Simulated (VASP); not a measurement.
# Si (Fd-3m) in VASP: notebook

Si is run at these levels: PBEsol; tasks: single point, relaxation of cell and atoms.

Everything below comes from runs of VASP 6.6.1. Logs are shortened: lines on timing, memory, paths and dates and some standing lists are left out, and cuts for length are marked.

### Step 1. The cell of the first run

The structure is cubic, space group Fd-3m (No. 227). Conventional cell: a = 5.364 Å, b = 5.364 Å, c = 5.364 Å, α = 90.00°, β = 90.00°, γ = 90.00°. Si (site symmetry -43m) has 4 Si at 2.32 Å within 3.1 Å.

### Step 2. Single point, PBEsol

Input file INCAR:

```
PREC = Accurate
ENCUT = 500
EDIFF = 1E-6
ISMEAR = 0
SIGMA = 0.01
LREAL = F
LASPH = T
NELM = 120
ALGO = Normal
ISIF = 2
LWAVE = F
LCHARG = T
GGA = PS
LELF = T
LVHAR = T
NBANDS = 11
GGA_COMPAT = F
```

Input file KPOINTS:

```
regular mesh
0
Gamma
  6 6 6
```

Input file POSCAR:

```
Si
1.0
    0.0000000000      2.6821400886      2.6821400886
    2.6821400886      0.0000000000      2.6821400886
    2.6821400886      2.6821400886      0.0000000000
Si
2
Direct
    0.2500000000      0.2500000000      0.2500000000
    1.0000000000      1.0000000000      1.0000000000
```

Potentials or basis: VASP PAW PBE potentials, release 64 (Si).

The run is started by

```
> cat potpaw_PBE.64/Si/POTCAR > POTCAR
> mpirun -np 1 vasp_std > vasp.out
```

OUTCAR:

```text
PREC = Accurate
   ENCUT = 500
   EDIFF = 1E-6
   ISMEAR = 0
   LREAL = F
   LASPH = T
   NELM = 120
   ISIF = 2
   GGA = PS

 ion  position               nearest neighbor table
   1  0.250  0.250  0.250-   2 2.32   2 2.32   2 2.32   2 2.32
   2  0.000  0.000  0.000-   1 2.32   1 2.32   1 2.32   1 2.32

  LATTYP: Found a face centered cubic cell.
 ALAT       =     5.3642801772

  Lattice vectors:

 A1 = (   0.0000000000,   2.6821400886,   2.6821400886)
 A2 = (   2.6821400886,   0.0000000000,   2.6821400886)
 A3 = (   2.6821400886,   2.6821400886,   0.0000000000)

Analysis of symmetry for initial positions (statically):
=====================================================================
 Subroutine PRICEL returns:
 Original cell was already a primitive cell.

 Routine SETGRP: Setting up the symmetry group for a
 face centered cubic supercell.

 Subroutine GETGRP returns: Found 48 space group operations
 (whereof 24 operations were pure point group operations)
 out of a pool of 48 trial point group operations.

The static configuration has the point symmetry T_d .
 The point group associated with its full space group is O_h .

Analysis of symmetry for dynamics (positions and initial velocities):
=====================================================================
 Subroutine PRICEL returns:
 Original cell was already a primitive cell.

 Routine SETGRP: Setting up the symmetry group for a
 face centered cubic supercell.

 Subroutine GETGRP returns: Found 48 space group operations
 (whereof 24 operations were pure point group operations)
 out of a pool of 48 trial point group operations.

The dynamic configuration has the point symmetry T_d .
 The point group associated with its full space group is O_h .

 Subroutine INISYM returns: Found 48 space group operations
 (whereof 24 operations are pure point group operations),
 and found     1 'primitive' translations

----------------------------------------------------------------------------------------

                                     Primitive cell

  volume of cell :      38.5900

  direct lattice vectors                    reciprocal lattice vectors
     0.000000000  2.682140089  2.682140089    -0.186418302  0.186418302  0.186418302
     2.682140089  0.000000000  2.682140089     0.186418302 -0.186418302  0.186418302
     2.682140089  2.682140089  0.000000000     0.186418302  0.186418302 -0.186418302

  length of vectors
     3.793118889  3.793118889  3.793118889     0.322885970  0.322885970  0.322885970

  position of ions in fractional coordinates (direct lattice)
     0.250000000  0.250000000  0.250000000
     0.000000000  0.000000000  0.000000000

  ion indices of the primitive-cell ions
   primitive index   ion index
                 1           1
                 2           2

----------------------------------------------------------------------------------------

 KPOINTS: regular mesh

Automatic generation of k-mesh.
 Grid dimensions read from file:
 generate k-points for:    6    6    6

 Generating k-lattice:

  Cartesian coordinates                     Fractional coordinates (reciprocal lattice)
    -0.031069717  0.031069717  0.031069717     0.166666667  0.000000000  0.000000000
     0.031069717 -0.031069717  0.031069717     0.000000000  0.166666667  0.000000000
     0.031069717  0.031069717 -0.031069717     0.000000000  0.000000000  0.166666667

  Length of vectors
     0.053814328  0.053814328  0.053814328

  Shift w.r.t. Gamma in fractional coordinates (k-lattice)
     0.000000000  0.000000000  0.000000000

 Subroutine IBZKPT returns following result:
 ===========================================

 Found     16 irreducible k-points:

 Following reciprocal coordinates:
            Coordinates               Weight
  0.000000  0.000000  0.000000      1.000000
  0.166667  0.000000  0.000000      8.000000
  0.333333  0.000000  0.000000      8.000000
  0.500000  0.000000  0.000000      4.000000
  0.166667  0.166667  0.000000      6.000000
  0.333333  0.166667  0.000000     24.000000
[... 8 lines left out ...]
 -0.333333  0.333333  0.166667     24.000000
 -0.333333  0.500000  0.166667     12.000000
   k-points           NKPTS =     16   k-points in BZ     NKDIM =     16   number of bands    NBANDS=     11
   number of dos      NEDOS =    301   number of ions     NIONS =      2
   total plane-waves  NPLWV =  21952
   dimension x,y,z NGX =    28 NGY =   28 NGZ =   28
   dimension x,y,z NGXF=    56 NGYF=   56 NGZF=   56
   ions per type =               2
   NGX,Y,Z   is equivalent  to a cutoff of  12.27, 12.27, 12.27 a.u.
   NGXF,Y,Z  is equivalent  to a cutoff of  24.54, 24.54, 24.54 a.u.
 SYSTEM =  unknown system
   PREC   = accura    normal or accurate (medium, high low for compatibility)
   ISTART =      0    job   : 0-new  1-cont  2-samecut
   ICHARG =      2    charge: 1-file 2-atom 10-const
   ISPIN  =      1    spin polarized calculation?
   LNONCOLLINEAR =      F non collinear calculations
   LSORBIT =      F    spin-orbit coupling
   LASPH  =      T    aspherical Exc in radial PAW
   ENCUT  =  500.0 eV  36.75 Ry    6.06 a.u.   6.92  6.92  6.92*2*pi/ulx,y,z
   NELM   =    120;   NELMIN=  2; NELMDL= -5     # of ELM steps
   EDIFF  = 0.1E-05   stopping-criterion for ELM
   LREAL  =      F    real-space projection
   EDIFFG = 0.1E-04   stopping-criterion for IOM
   NSW    =      0    number of steps for IOM
   IBRION =     -1    ionic relax: 0-MD 1-quasi-New 2-CG
   NFREE  =      0    steps in history (QN), initial steepest desc. (CG)
   ISIF   =      2    stress and relaxation
   ISYM   =      2    0-nonsym 1-usesym 2-fastsym
   POTIM  = 0.5000    time-step for ionic-motion
   TEBEG  =    0.0;   TEEND  =   0.0 temperature during run
   PSTRESS=    0.0 pullay stress
   NELECT =       8.0000    total number of electrons
   NUPDOWN=      -1.0000    fix difference up-down
   EMIN   =  10.00;   EMAX   =-10.00  energy-range for DOS
   EFERMI =   0.00;   METHOD = LEGACY
   ISMEAR =     0;   SIGMA  =   0.01  broadening in eV -4-tet -1-fermi 0-gaus
   EFERMI_NEDOS =   21; number of points for ismear=-14 and -15
   IALGO  =     38    algorithm
   IMIX   =      4    mixing-type and parameters
     AMIX     =   0.40;   BMIX     =  1.00
     AMIX_MAG =   1.60;   BMIX_MAG =  1.00
  volume/ion in A,a.u.               =      19.29       130.21
  Fermi-wavevector in a.u.,A,eV,Ry     =   0.968902  1.830960 12.772767  0.938772
  Thomas-Fermi vector in A             =   2.098910
   LORBIT       =      0    0 simple, 1 ext, 2 COOP (PROOUT), +10 PAW based schemes
   GGA     = PS    functional components
   LHFCALC =     F    Hartree Fock is set to
   AEXX    =    0.0000 exact exchange contribution
   IVDW    =     0    specifies the selected vdW correction
   LEPSILON=     F    determine dielectric tensor
   LRPA    =     F    only Hartree local field effects (RPA)
 non-spin polarized calculation
 Gauss-broadening in eV      SIGMA  =   0.01
  energy-cutoff  :      500.00
  volume of cell :       38.59
 maximum number of plane-waves:      1002
   NGX = 13   NGY = 13   NGZ = 13

 number of electron       8.0000001 magnetization

 Free energy of the ion-electron system (eV)
  ---------------------------------------------------
  ext. energy  EPLUGINS =         0.00000000
  ---------------------------------------------------
  free energy    TOTEN  =       -11.44768337 eV

  energy without entropy =      -11.44768337  energy(sigma->0) =      -11.44768337

 E-fermi :   6.2247     XC(G=0):  -9.6920

 val. band max:        6.1793147614   @ k =   0.0000   0.0000   0.0000
 cond. band min:       6.6879823392   @ k =   0.5000   0.5000   0.0000
 fundamental gap:      0.5086675778
 Fermi energy:         6.2247381266

 k-point     1 :       0.0000    0.0000    0.0000
  band No.  band energies     occupation
      1      -6.0725      2.00000
      2       6.1793      2.00000
      3       6.1793      2.00000
      4       6.1793      2.00000
      5       8.7063      0.00000
      6       8.7063      0.00000
      7       8.7063      0.00000
      8       9.9299      0.00000
      9      13.8821      0.00000
     10      13.8821      0.00000
     11      14.0381      0.00000

 k-point     2 :       0.1667    0.0000    0.0000
  band No.  band energies     occupation
      1      -5.6980      2.00000
      2       3.7466      2.00000
      3       5.7076      2.00000
      4       5.7076      2.00000
      5       8.5799      0.00000
      6       9.3789      0.00000
      7       9.3789      0.00000
      8      11.9138      0.00000
      9      13.1984      0.00000
     10      13.1984      0.00000
     11      15.2072      0.00000

 k-point     3 :       0.3333    0.0000    0.0000
  band No.  band energies     occupation
      1      -4.6403      2.00000
      2       0.6967      2.00000
      3       5.1434      2.00000
      4       5.1434      2.00000
      5       7.9980      0.00000
      6       9.6286      0.00000
      7       9.6286      0.00000
      8      14.0034      0.00000
      9      14.1566      0.00000
     10      14.1566      0.00000
     11      15.4474      0.00000

 k-point     4 :       0.5000    0.0000    0.0000
  band No.  band energies     occupation
      1      -3.6262      2.00000
      2      -1.0183      2.00000
      3       4.9424      2.00000
      4       4.9424      2.00000
      5       7.7733      0.00000
      6       9.4279      0.00000
      7       9.4279      0.00000
      8      13.7331      0.00000
      9      16.7818      0.00000
     10      16.7818      0.00000
     11      17.6814      0.00000
[... 127 lines left out ...]
 k-point    14 :       0.5000    0.3333    0.1667
  band No.  band energies     occupation
      1      -3.6931      2.00000
      2       0.4653      2.00000
      3       2.4206      2.00000
      4       3.7638      2.00000
      5       8.9662      0.00000
      6       9.7636      0.00000
      7      10.4660      0.00000
      8      13.3440      0.00000
      9      15.3007      0.00000
     10      16.2207      0.00000
     11      19.4008      0.00000

 k-point    15 :      -0.3333    0.3333    0.1667
  band No.  band energies     occupation
      1      -2.6530      2.00000
      2      -0.7956      2.00000
      3       1.9692      2.00000
      4       3.2653      2.00000
      5       9.4154      0.00000
      6       9.7342      0.00000
      7      12.2670      0.00000
      8      12.7784      0.00000
      9      13.8530      0.00000
     10      17.4238      0.00000
     11      18.3489      0.00000

 k-point    16 :      -0.3333    0.5000    0.1667
  band No.  band energies     occupation
      1      -1.6374      2.00000
      2      -1.6374      2.00000
      3       2.3334      2.00000
      4       2.3334      2.00000
      5       8.8252      0.00000
      6       8.8252      0.00000
      7      13.0124      0.00000
      8      13.0124      0.00000
      9      16.9321      0.00000
     10      16.9321      0.00000
     11      19.3812      0.00000

------------------------ aborting loop because EDIFF is reached ----------------------------------------

  FORCE on cell =-STRESS in cart. coord.  units (eV):
  Direction    XX          YY          ZZ          XY          YZ          ZX
  --------------------------------------------------------------------------------------
  -------------------------------------------------------------------------------------
  Total        0.9998494      0.9998494      0.9998494     -0.0000000      0.0000000     -0.0000000
  in kB       41.5117292     41.5117292     41.5117292     -0.0000000      0.0000000     -0.0000000
  external PRESSURE =      41.5117292 kB  Pullay stress =       0.0000000 kB

 VOLUME and BASIS-vectors are now :
 -----------------------------------------------------------------------------
  energy-cutoff  :      500.00
  volume of cell :       38.59
      direct lattice vectors                 reciprocal lattice vectors
     0.000000000  2.682140089  2.682140089    -0.186418302  0.186418302  0.186418302
     2.682140089  0.000000000  2.682140089     0.186418302 -0.186418302  0.186418302
     2.682140089  2.682140089  0.000000000     0.186418302  0.186418302 -0.186418302

 POSITION                                       TOTAL-FORCE (eV/Angst)
 -----------------------------------------------------------------------------------
      1.34107      1.34107      1.34107         0.000000      0.000000      0.000000
      0.00000      0.00000      0.00000        -0.000000     -0.000000     -0.000000
 -----------------------------------------------------------------------------------
    total drift:                                0.000000      0.000000     -0.000000

  FREE ENERGIE OF THE ION-ELECTRON SYSTEM (eV)
  ---------------------------------------------------
  free  energy   TOTEN  =       -11.4476833719 eV

  energy  without entropy=      -11.4476833719  energy(sigma->0) =      -11.44768337
```

Run time: 3.3 s. Hardware: 1 thread of Intel Xeon 6975P-C (Granite Rapids), shared host; peak memory 0.14 GiB.

Results:

- Free energy: -11.4477 eV
- Pressure: 4.2 GPa
- Band gap on the k mesh: 0.51 eV (least direct gap 2.53 eV)

Caveat: the cell stands under pressure; the PAW data sets were made with another functional, which shifts forces and pressure a little. A k mesh can miss the band edges.

### Step 3. Single point, PBEsol

This run uses another cell than the first one, of 18.97 Å³/atom.

Input file INCAR:

```
SYSTEM = Si
  PREC = Accurate
  ENCUT = 500
  EDIFF = 1E-6
  ISMEAR = 0
  SIGMA = 0.01
  LREAL = .False.
  LASPH = .True.
  NELM = 120
  ALGO = Normal
  ISIF = 2
  LWAVE = .False.
  LCHARG = .False.
  GGA = PS
  NBANDS = 11
  GGA_COMPAT = .False.
```

Input file KPOINTS:

```
Automatic mesh
0
Gamma
  6 6 6
  0 0 0
```

Input file POSCAR:

```
Si
1.0
    0.0000000000      2.6668780212      2.6668780212
    2.6668780212      0.0000000000      2.6668780212
    2.6668780212      2.6668780212      0.0000000000
Si
2
Direct
    0.2500000000      0.2500000000      0.2500000000
    1.0000000000      1.0000000000      1.0000000000
```

Potentials or basis: VASP PAW PBE potentials, release 64 (Si).

The run is started by

```
> cat potpaw_PBE.64/Si/POTCAR > POTCAR
> mpirun -np 1 vasp_std > vasp.out
```

OUTCAR:

```text
SYSTEM = Si
   PREC = Accurate
   ENCUT = 500
   EDIFF = 1E-6
   ISMEAR = 0
   LREAL = .False.
   LASPH = .True.
   NELM = 120
   ISIF = 2
   GGA = PS

 ion  position               nearest neighbor table
   1  0.250  0.250  0.250-   2 2.31   2 2.31   2 2.31   2 2.31
   2  0.000  0.000  0.000-   1 2.31   1 2.31   1 2.31   1 2.31

  LATTYP: Found a face centered cubic cell.
 ALAT       =     5.3337560424

  Lattice vectors:

 A1 = (   0.0000000000,   2.6668780212,   2.6668780212)
 A2 = (   2.6668780212,   0.0000000000,   2.6668780212)
 A3 = (   2.6668780212,   2.6668780212,   0.0000000000)

Analysis of symmetry for initial positions (statically):
=====================================================================
 Subroutine PRICEL returns:
 Original cell was already a primitive cell.

 Routine SETGRP: Setting up the symmetry group for a
 face centered cubic supercell.

 Subroutine GETGRP returns: Found 48 space group operations
 (whereof 24 operations were pure point group operations)
 out of a pool of 48 trial point group operations.

The static configuration has the point symmetry T_d .
 The point group associated with its full space group is O_h .

Analysis of symmetry for dynamics (positions and initial velocities):
=====================================================================
 Subroutine PRICEL returns:
 Original cell was already a primitive cell.

 Routine SETGRP: Setting up the symmetry group for a
 face centered cubic supercell.

 Subroutine GETGRP returns: Found 48 space group operations
 (whereof 24 operations were pure point group operations)
 out of a pool of 48 trial point group operations.

The dynamic configuration has the point symmetry T_d .
 The point group associated with its full space group is O_h .

 Subroutine INISYM returns: Found 48 space group operations
 (whereof 24 operations are pure point group operations),
 and found     1 'primitive' translations

----------------------------------------------------------------------------------------

                                     Primitive cell
[... 110 lines left out ...]
   IVDW    =     0    specifies the selected vdW correction
   LEPSILON=     F    determine dielectric tensor
   LRPA    =     F    only Hartree local field effects (RPA)
 non-spin polarized calculation
 Gauss-broadening in eV      SIGMA  =   0.01
  energy-cutoff  :      500.00
  volume of cell :       37.93
 maximum number of plane-waves:       982
   NGX = 13   NGY = 13   NGZ = 13

 number of electron       8.0000000 magnetization

 Free energy of the ion-electron system (eV)
  ---------------------------------------------------
  ext. energy  EPLUGINS =         0.00000000
  ---------------------------------------------------
  free energy    TOTEN  =       -11.42673325 eV

  energy without entropy =      -11.42673325  energy(sigma->0) =      -11.42673325

 E-fermi :   6.4754     XC(G=0):  -9.7584

 val. band max:        6.3602289887   @ k =   0.0000   0.0000   0.0000
 cond. band min:       6.8320097062   @ k =   0.5000   0.5000   0.0000
 fundamental gap:      0.4717807176
 Fermi energy:         6.4754018449

 k-point     1 :       0.0000    0.0000    0.0000
  band No.  band energies     occupation
      1      -6.0146      2.00000
      2       6.3602      2.00000
      3       6.3602      2.00000
      4       6.3602      2.00000
      5       8.8929      0.00000
      6       8.8929      0.00000
      7       8.8929      0.00000
      8      10.3120      0.00000
      9      14.0710      0.00000
     10      14.0710      0.00000
     11      14.2911      0.00000
[... 197 lines left out ...]
 k-point    16 :      -0.3333    0.5000    0.1667
  band No.  band energies     occupation
      1      -1.5091      2.00000
      2      -1.5091      2.00000
      3       2.4439      2.00000
      4       2.4439      2.00000
      5       9.0018      0.00000
      6       9.0018      0.00000
      7      13.2553      0.00000
      8      13.2553      0.00000
      9      17.2178      0.00000
     10      17.2178      0.00000
     11      19.7048      0.00000

------------------------ aborting loop because EDIFF is reached ----------------------------------------

  FORCE on cell =-STRESS in cart. coord.  units (eV):
  Direction    XX          YY          ZZ          XY          YZ          ZX
  --------------------------------------------------------------------------------------
  -------------------------------------------------------------------------------------
  Total        1.4492260      1.4492260      1.4492260      0.0000000      0.0000000      0.0000000
  in kB       61.2078686     61.2078686     61.2078686      0.0000000      0.0000000      0.0000000
  external PRESSURE =      61.2078686 kB  Pullay stress =       0.0000000 kB

 VOLUME and BASIS-vectors are now :
 -----------------------------------------------------------------------------
  energy-cutoff  :      500.00
  volume of cell :       37.93
      direct lattice vectors                 reciprocal lattice vectors
     0.000000000  2.666878021  2.666878021    -0.187485140  0.187485140  0.187485140
     2.666878021  0.000000000  2.666878021     0.187485140 -0.187485140  0.187485140
     2.666878021  2.666878021  0.000000000     0.187485140  0.187485140 -0.187485140

 POSITION                                       TOTAL-FORCE (eV/Angst)
 -----------------------------------------------------------------------------------
      1.33344      1.33344      1.33344        -0.000000     -0.000000     -0.000000
      0.00000      0.00000      0.00000         0.000000      0.000000      0.000000
 -----------------------------------------------------------------------------------
    total drift:                                0.000000      0.000000      0.000000

  FREE ENERGIE OF THE ION-ELECTRON SYSTEM (eV)
  ---------------------------------------------------
  free  energy   TOTEN  =       -11.4267332490 eV

  energy  without entropy=      -11.4267332490  energy(sigma->0) =      -11.42673325
```

Run time: 2.9 s. Hardware: 1 thread of Intel Xeon 6975P-C (Granite Rapids), shared host; peak memory 0.14 GiB.

Results:

```
Free energy            : -11.4267 eV
Pressure               : 6.1 GPa
Band gap on the k mesh : 0.47 eV (least direct gap 2.53 eV)
```

Caveat: the cell stands under pressure; the PAW data sets were made with another functional, which shifts forces and pressure a little. A k mesh can miss the band edges.

(Continued in part 2 of 2.)
